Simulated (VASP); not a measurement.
# HfO2 (Fm-3m) in VASP: settings compared

HfO2 is run at these levels: PBE, r2SCAN; tasks: single point.

Program: VASP 6.6.1. These are calculated values, not measurements. Logs are shortened: lines on timing, memory, paths and dates and some standing lists are left out, and cuts for length are marked.

## 1. The cell of the first run

The structure is cubic, space group Fm-3m (No. 225). The conventional cell has a = 5.198 Å, b = 5.198 Å, c = 5.198 Å, α = 90.00°, β = 90.00°, γ = 90.00°. Hf (site symmetry m-3m) has 8 O at 2.25 Å within 3.0 Å. O (site symmetry -43m) has 4 Hf at 2.25 Å and 6 O at 2.60 Å within 3.0 Å.

## 2. Single point, PBE (volume changed by +6%)

INCAR reads:

```
SYSTEM = HfO2
ALGO = Normal
EDIFF = 1E-6
ENCUT = 520
GGA = PE
ISIF = 2
ISMEAR = 0
LASPH = .True.
LCHARG = .True.
LELF = .True.
LREAL = .False.
LVHAR = .True.
LWAVE = .False.
NBANDS = 18
NELM = 60
PREC = Accurate
SIGMA = 0.01
```

KPOINTS reads:

```
k-points
0
Gamma
  8 8 8
  0 0 0
```

POSCAR reads:

```
HfO2
1.0
    0.0000000000      2.5987950507      2.5987950507
    2.5987950507      0.0000000000      2.5987950507
    2.5987950507      2.5987950507      0.0000000000
Hf O
1 2
Direct
    0.0000000000      0.0000000000      0.0000000000
    0.2500000000      0.2500000000      0.2500000000
    0.7500000000      0.7500000000      0.7500000000
```

Potentials or basis: VASP PAW PBE potentials, release 64 (Hf_pv, O).

Command:

```sh
cat potpaw_PBE.64/Hf_pv/POTCAR potpaw_PBE.64/O/POTCAR > POTCAR
mpirun -np 1 vasp_std > vasp.out
```

OUTCAR:

```text
SYSTEM = HfO2
   EDIFF = 1E-6
   ENCUT = 520
   GGA = PE
   ISIF = 2
   ISMEAR = 0
   LASPH = .True.
   LREAL = .False.
   NELM = 60
   PREC = Accurate

 ion  position               nearest neighbor table
   1  0.000  0.000  0.000-   3 2.25   3 2.25   3 2.25   2 2.25   3 2.25   2 2.25   2 2.25   2 2.25

   2  0.250  0.250  0.250-   1 2.25   1 2.25   1 2.25   1 2.25
   3  0.750  0.750  0.750-   1 2.25   1 2.25   1 2.25   1 2.25

  LATTYP: Found a face centered cubic cell.
 ALAT       =     5.1975901014

  Lattice vectors:

 A1 = (   0.0000000000,   2.5987950507,   2.5987950507)
 A2 = (   2.5987950507,   0.0000000000,   2.5987950507)
 A3 = (   2.5987950507,   2.5987950507,   0.0000000000)

Analysis of symmetry for initial positions (statically):
=====================================================================
 Subroutine PRICEL returns:
 Original cell was already a primitive cell.

 Routine SETGRP: Setting up the symmetry group for a
 face centered cubic supercell.

 Subroutine GETGRP returns: Found 48 space group operations
 (whereof 48 operations were pure point group operations)
 out of a pool of 48 trial point group operations.

The static configuration has the point symmetry O_h .

Analysis of symmetry for dynamics (positions and initial velocities):
=====================================================================
 Subroutine PRICEL returns:
 Original cell was already a primitive cell.

 Routine SETGRP: Setting up the symmetry group for a
 face centered cubic supercell.

 Subroutine GETGRP returns: Found 48 space group operations
 (whereof 48 operations were pure point group operations)
 out of a pool of 48 trial point group operations.

The dynamic configuration has the point symmetry O_h .

 Subroutine INISYM returns: Found 48 space group operations
 (whereof 48 operations are pure point group operations),
 and found     1 'primitive' translations

----------------------------------------------------------------------------------------

                                     Primitive cell

  volume of cell :      35.1031

  direct lattice vectors                    reciprocal lattice vectors
     0.000000000  2.598795051  2.598795051    -0.192396857  0.192396857  0.192396857
     2.598795051  0.000000000  2.598795051     0.192396857 -0.192396857  0.192396857
     2.598795051  2.598795051  0.000000000     0.192396857  0.192396857 -0.192396857

  length of vectors
     3.675251207  3.675251207  3.675251207     0.333241132  0.333241132  0.333241132

  position of ions in fractional coordinates (direct lattice)
     0.000000000  0.000000000  0.000000000
     0.250000000  0.250000000  0.250000000
     0.750000000  0.750000000  0.750000000

  ion indices of the primitive-cell ions
   primitive index   ion index
                 1           1
                 2           2
                 3           3

----------------------------------------------------------------------------------------

 KPOINTS: k-points

Automatic generation of k-mesh.
 Grid dimensions read from file:
 generate k-points for:    8    8    8

 Generating k-lattice:

  Cartesian coordinates                     Fractional coordinates (reciprocal lattice)
    -0.024049607  0.024049607  0.024049607     0.125000000  0.000000000  0.000000000
     0.024049607 -0.024049607  0.024049607     0.000000000  0.125000000  0.000000000
     0.024049607  0.024049607 -0.024049607     0.000000000  0.000000000  0.125000000

  Length of vectors
     0.041655141  0.041655141  0.041655141

  Shift w.r.t. Gamma in fractional coordinates (k-lattice)
     0.000000000  0.000000000  0.000000000

 Subroutine IBZKPT returns following result:
 ===========================================

 Found     29 irreducible k-points:

 Following reciprocal coordinates:
            Coordinates               Weight
  0.000000  0.000000  0.000000      1.000000
  0.125000  0.000000  0.000000      8.000000
  0.250000  0.000000  0.000000      8.000000
  0.375000  0.000000  0.000000      8.000000
  0.500000  0.000000  0.000000      4.000000
  0.125000  0.125000  0.000000      6.000000
[... 16 lines left out ...]
  0.500000  0.250000  0.125000     48.000000
 -0.375000  0.250000  0.125000     24.000000
 [... further k-points ...]
   k-points           NKPTS =     29   k-points in BZ     NKDIM =     29   number of bands    NBANDS=     18
   number of dos      NEDOS =    301   number of ions     NIONS =      3
   total plane-waves  NPLWV =  21952
   dimension x,y,z NGX =    28 NGY =   28 NGZ =   28
   dimension x,y,z NGXF=    56 NGYF=   56 NGZF=   56
   ions per type =               1   2
   NGX,Y,Z   is equivalent  to a cutoff of  12.67, 12.67, 12.67 a.u.
   NGXF,Y,Z  is equivalent  to a cutoff of  25.33, 25.33, 25.33 a.u.
 SYSTEM =  HfO2
   PREC   = accura    normal or accurate (medium, high low for compatibility)
   ISTART =      0    job   : 0-new  1-cont  2-samecut
   ICHARG =      2    charge: 1-file 2-atom 10-const
   ISPIN  =      1    spin polarized calculation?
   LNONCOLLINEAR =      F non collinear calculations
   LSORBIT =      F    spin-orbit coupling
   LASPH  =      T    aspherical Exc in radial PAW
   ENCUT  =  520.0 eV  38.22 Ry    6.18 a.u.   6.83  6.83  6.83*2*pi/ulx,y,z
   NELM   =     60;   NELMIN=  2; NELMDL= -5     # of ELM steps
   EDIFF  = 0.1E-05   stopping-criterion for ELM
   LREAL  =      F    real-space projection
   EDIFFG = 0.1E-04   stopping-criterion for IOM
   NSW    =      0    number of steps for IOM
   IBRION =     -1    ionic relax: 0-MD 1-quasi-New 2-CG
   NFREE  =      0    steps in history (QN), initial steepest desc. (CG)
   ISIF   =      2    stress and relaxation
   ISYM   =      2    0-nonsym 1-usesym 2-fastsym
   POTIM  = 0.5000    time-step for ionic-motion
   TEBEG  =    0.0;   TEEND  =   0.0 temperature during run
   PSTRESS=    0.0 pullay stress
   NELECT =      22.0000    total number of electrons
   NUPDOWN=      -1.0000    fix difference up-down
   EMIN   =  10.00;   EMAX   =-10.00  energy-range for DOS
   EFERMI =   0.00;   METHOD = LEGACY
   ISMEAR =     0;   SIGMA  =   0.01  broadening in eV -4-tet -1-fermi 0-gaus
   EFERMI_NEDOS =   21; number of points for ismear=-14 and -15
   IALGO  =     38    algorithm
   IMIX   =      4    mixing-type and parameters
     AMIX     =   0.40;   BMIX     =  1.00
     AMIX_MAG =   1.60;   BMIX_MAG =  1.00
  volume/ion in A,a.u.               =      11.70        78.96
  Fermi-wavevector in a.u.,A,eV,Ry     =   1.400986  2.647479 26.704983  1.962761
  Thomas-Fermi vector in A             =   2.523892
   LORBIT       =      0    0 simple, 1 ext, 2 COOP (PROOUT), +10 PAW based schemes
   GGA     = PE    functional components
   LHFCALC =     F    Hartree Fock is set to
   AEXX    =    0.0000 exact exchange contribution
   IVDW    =     0    specifies the selected vdW correction
   LEPSILON=     F    determine dielectric tensor
   LRPA    =     F    only Hartree local field effects (RPA)
 non-spin polarized calculation
 Gauss-broadening in eV      SIGMA  =   0.01
  energy-cutoff  :      520.00
  volume of cell :       35.10
 maximum number of plane-waves:       960
   NGX = 13   NGY = 13   NGZ = 13

 number of electron      21.9999998 magnetization

 Free energy of the ion-electron system (eV)
  ---------------------------------------------------
  ext. energy  EPLUGINS =         0.00000000
  ---------------------------------------------------
  free energy    TOTEN  =       -30.12166901 eV

  energy without entropy =      -30.12166901  energy(sigma->0) =      -30.12166901

 E-fermi :   3.7798     XC(G=0): -11.4450

 val. band max:        3.6597278687   @ k =   0.5000   0.5000   0.0000
 cond. band min:       7.2569560920   @ k =   0.5000   0.5000   0.0000
 fundamental gap:      3.5972282234
 Fermi energy:         3.7797793767

 k-point     1 :       0.0000    0.0000    0.0000
  band No.  band energies     occupation
      1     -26.3782      2.00000
      2     -26.3782      2.00000
      3     -26.3782      2.00000
      4     -14.6211      2.00000
      5     -11.9499      2.00000
      6      -1.2428      2.00000
[... 10 lines left out ...]
     17      13.1684      0.00000
     18      16.7306      0.00000

 k-point     2 :       0.1250    0.0000    0.0000
  band No.  band energies     occupation
      1     -26.4245      2.00000
      2     -26.3834      2.00000
      3     -26.3834      2.00000
      4     -14.4484      2.00000
      5     -12.0904      2.00000
      6      -1.1058      2.00000
[... 10 lines left out ...]
     17      12.9446      0.00000
     18      16.6326      0.00000

 k-point     3 :       0.2500    0.0000    0.0000
  band No.  band energies     occupation
      1     -26.5332      2.00000
      2     -26.3961      2.00000
      3     -26.3961      2.00000
      4     -14.0293      2.00000
      5     -12.3911      2.00000
      6      -0.7641      2.00000
[... 10 lines left out ...]
     17      12.5314      0.00000
     18      15.5856      0.00000

 k-point     4 :       0.3750    0.0000    0.0000
  band No.  band energies     occupation
      1     -26.6378      2.00000
      2     -26.4086      2.00000
      3     -26.4086      2.00000
      4     -13.6324      2.00000
      5     -12.6136      2.00000
      6      -0.4156      2.00000
[... 375 lines left out ...]
      4     -13.6802      2.00000
      5     -12.6067      2.00000
      6      -0.7964      2.00000
[... 10 lines left out ...]
     17      12.7692      0.00000
     18      16.0471      0.00000

 k-point    23 :       0.5000    0.2500    0.1250
  band No.  band energies     occupation
      1     -26.6181      2.00000
      2     -26.4843      2.00000
      3     -26.4263      2.00000
      4     -13.3300      2.00000
      5     -12.7769      2.00000
      6      -0.8030      2.00000
[... 10 lines left out ...]
     17      13.7958      0.00000
     18      15.7833      0.00000

 k-point    24 :      -0.3750    0.2500    0.1250
  band No.  band energies     occupation
      1     -26.6387      2.00000
      2     -26.4995      2.00000
      3     -26.4333      2.00000
      4     -13.2217      2.00000
      5     -12.7986      2.00000
      6      -0.8090      2.00000
[... 10 lines left out ...]
     17      14.1851      0.00000
     18      15.6401      0.00000

 [... further k-points ...]

------------------------ aborting loop because EDIFF is reached ----------------------------------------

  FORCE on cell =-STRESS in cart. coord.  units (eV):
  Direction    XX          YY          ZZ          XY          YZ          ZX
  --------------------------------------------------------------------------------------
  -------------------------------------------------------------------------------------
  Total       -3.4554858     -3.4554858     -3.4554858      0.0000000      0.0000000     -0.0000000
  in kB     -157.7152207   -157.7152207   -157.7152207      0.0000000      0.0000000     -0.0000000
  external PRESSURE =    -157.7152207 kB  Pullay stress =       0.0000000 kB

 VOLUME and BASIS-vectors are now :
 -----------------------------------------------------------------------------
  energy-cutoff  :      520.00
  volume of cell :       35.10
      direct lattice vectors                 reciprocal lattice vectors
     0.000000000  2.598795051  2.598795051    -0.192396857  0.192396857  0.192396857
     2.598795051  0.000000000  2.598795051     0.192396857 -0.192396857  0.192396857
     2.598795051  2.598795051  0.000000000     0.192396857  0.192396857 -0.192396857

 POSITION                                       TOTAL-FORCE (eV/Angst)
 -----------------------------------------------------------------------------------
      0.00000      0.00000      0.00000         0.000000      0.000000     -0.000000
      1.29940      1.29940      1.29940         0.000000      0.000000      0.000000
      3.89819      3.89819      3.89819        -0.000000     -0.000000     -0.000000
 -----------------------------------------------------------------------------------
    total drift:                                0.000000      0.000000      0.000000

  FREE ENERGIE OF THE ION-ELECTRON SYSTEM (eV)
  ---------------------------------------------------
  free  energy   TOTEN  =       -30.1216690098 eV

  energy  without entropy=      -30.1216690098  energy(sigma->0) =      -30.12166901
```

Wall time 11 s (1 thread of Intel Xeon Platinum 8488C (Sapphire Rapids), shared host); peak memory 0.16 GiB.

What came out:

```
Free energy            : -30.1217 eV
Pressure               : -15.8 GPa
Band gap on the k mesh : 3.60 eV, direct
```

Caveat: spin-orbit coupling is left out, which moves the levels of the heavy elements. A k mesh can miss the band edges.

[end of part 1 of 2]
